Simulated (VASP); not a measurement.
Input of a VASP 6.6.1 run:

Contents of POSCAR:

```
HfN
1.0
    0.0000000000      2.2633037695      2.2633037695
    2.2633037695      0.0000000000      2.2633037695
    2.2633037695      2.2633037695      0.0000000000
Hf N
1 1
Direct
    0.0000000000      0.0000000000      0.0000000000
    0.5000000000      0.5000000000      0.5000000000
```

File INCAR.step1:

```
SYSTEM = HfN
PREC     = Accurate       ! precision mode
ENCUT    = 520            ! plane-wave cutoff, eV
ISMEAR   = -1             ! smearing method
SIGMA    = 0.15           ! smearing width, eV
LREAL    = .FALSE.        ! projectors in reciprocal space
LASPH    = .TRUE.         ! aspherical terms in the spheres
NELM     = 80             ! most SCF steps
NBANDS   = 14             ! bands
GGA      = PE             ! functional
ALGO     = Normal         ! electronic algorithm
EDIFF    = 1E-4           ! SCF threshold, eV
LWAVE    = .TRUE.         ! write WAVECAR
LCHARG   = .FALSE.        ! write CHGCAR
```

File INCAR.step2:

```
SYSTEM = HfN
PREC     = Accurate       ! precision mode
ENCUT    = 520            ! plane-wave cutoff, eV
EDIFF    = 1E-6           ! SCF threshold, eV
ISMEAR   = -1             ! smearing method
SIGMA    = 0.15           ! smearing width, eV
LREAL    = .FALSE.        ! projectors in reciprocal space
LASPH    = .TRUE.         ! aspherical terms in the spheres
NELM     = 80             ! most SCF steps
ALGO     = Normal         ! electronic algorithm
ISIF     = 2              ! what is computed and relaxed
LWAVE    = .FALSE.        ! write WAVECAR
LCHARG   = .TRUE.         ! write CHGCAR
METAGGA  = R2SCAN         ! meta-GGA
LMIXTAU  = .TRUE.       
LELF     = .TRUE.         ! ELF
LVHAR    = .TRUE.       
NBANDS   = 14             ! bands
ISTART   = 1
```

The input KPOINTS:

```
Automatic mesh
0
G
  16 16 16
  0 0 0
```

Potentials or basis: VASP PAW PBE potentials, release 64 (Hf_pv, N).

Command:

```bash
$ cat potpaw_PBE.64/Hf_pv/POTCAR potpaw_PBE.64/N/POTCAR > POTCAR
$ cp INCAR.step1 INCAR
$ mpirun -np 1 vasp_std > vasp.out
$ cp INCAR.step2 INCAR
$ mpirun -np 1 vasp_std > vasp.out
```

(1) Predict the pressure.

(2) Predict the band gap on the k mesh.

Answers

(1) -2.7 GPa.

(2) zero (an odd number of electrons rules out a gap without spin polarisation).

Caveat: the PAW data sets were made with another functional, which shifts forces and pressure a little; spin-orbit coupling is left out, which moves the levels of the heavy elements.
